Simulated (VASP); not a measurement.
Write the native input for VASP 6.6.1 that does the following.

```
Task                   : relaxation of shape and atoms at fixed volume
Functional             : PBE
Potentials or basis    : VASP PAW PBE potentials, release 64 (Au)
Cutoff                 : 600 eV
k mesh                 : 14 × 14 × 10
Occupations            : gaussian, width 0.1 eV
Spin                   : no spin polarisation
Dipole correction      : no
Further INCAR settings : ALGO = Fast; EDIFF = 1e-07; IBRION = 2; EDIFFG = -0.01; NSW = 50; ISIF = 4
```

The structure of Au lies in POSCAR:

```
Au
1.0
    2.9729699842     -0.0184961273      0.3818506860
   -0.0322065518      2.9710493819      0.3956398473
   -0.5235019566     -0.5449169457      4.0494277132
Au
2
Direct
    0.2500000000      0.2500000000      0.7500000000
    0.7500000000      0.7500000000      0.2500000000
```

One way to write it, as run:

INCAR

```
SYSTEM = Au
  PREC = Accurate
  ENCUT = 600
  EDIFF = 1E-7
  ISMEAR = 0
  SIGMA = 0.1
  LREAL = .FALSE.
  LASPH = .TRUE.
  NELM = 80
  ALGO = Fast
  ISIF = 4
  LWAVE = .FALSE.
  LCHARG = .FALSE.
  GGA = PE
  IBRION = 2
  NSW = 50
  EDIFFG = -0.01
```

KPOINTS

```
regular mesh
0
G
  14 14 10
  0 0 0
```

Potentials or basis: VASP PAW PBE potentials, release 64 (Au).

The run is started by

```sh
$ cat potpaw_PBE.64/Au/POTCAR > POTCAR
$ mpirun -np 1 vasp_std > vasp.out
```

Results of the run:

| Item | Value |
| --- | --- |
| Pressure after relaxing | -3.9 GPa |
| Band gap on the k mesh | zero (bands 11 and 12 overlap by 6.69 eV) |

Caveat: spin-orbit coupling is left out, which moves the levels of the heavy elements.

Run time: 90 s on 1 thread of Intel(R) Xeon(R) Platinum 8488C (Sapphire Rapids), with other jobs on the host, peak memory 0.31 GiB.
